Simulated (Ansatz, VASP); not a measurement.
Two plane-wave programs on C

```
C
1.0
     2.49913    0.00000    0.00000
    -1.24957    2.16431    0.00000
     0.00000    0.00000    4.11898
C
4
Direct
  0.33333 0.66667 0.99974
  0.66667 0.33333 0.49974
  0.33333 0.66667 0.37426
  0.66667 0.33333 0.87426
```

Change from the starting cell: strained cell.

Alike in both runs: functional PBEsol; k mesh 9 × 9 × 6; occupations gaussian, width 0.02 eV; no spin polarisation.

Ansatz relaxed the structure, and its values are those at the end. VASP's run is a single point on that final structure, the one shown.

|  | VASP | Ansatz |
| --- | --- | --- |
| version | VASP 6.6.1 | Ansatz 0.2.0 |
| potentials or method | VASP PAW PBE potentials, release 64 (C_h), cutoff 910 eV | scalar-relativistic, plane waves, PAW |
| valence electrons in the cell | 16 | 16 |

```tsv
	VASP	Ansatz	Ansatz less VASP
gap on the k mesh at the Fermi level (eV)	3.03	3.05	+0.014
least direct gap on the mesh (eV)	4.81	4.82	+0.002
```

VASP's potentials were made for PBE, not for PBEsol, and Ansatz warns of the same on its side. Ansatz's warnings: stress scf threshold loose.

Noted on VASP's run: the cutoff is short for stress, so the pressure is rough.
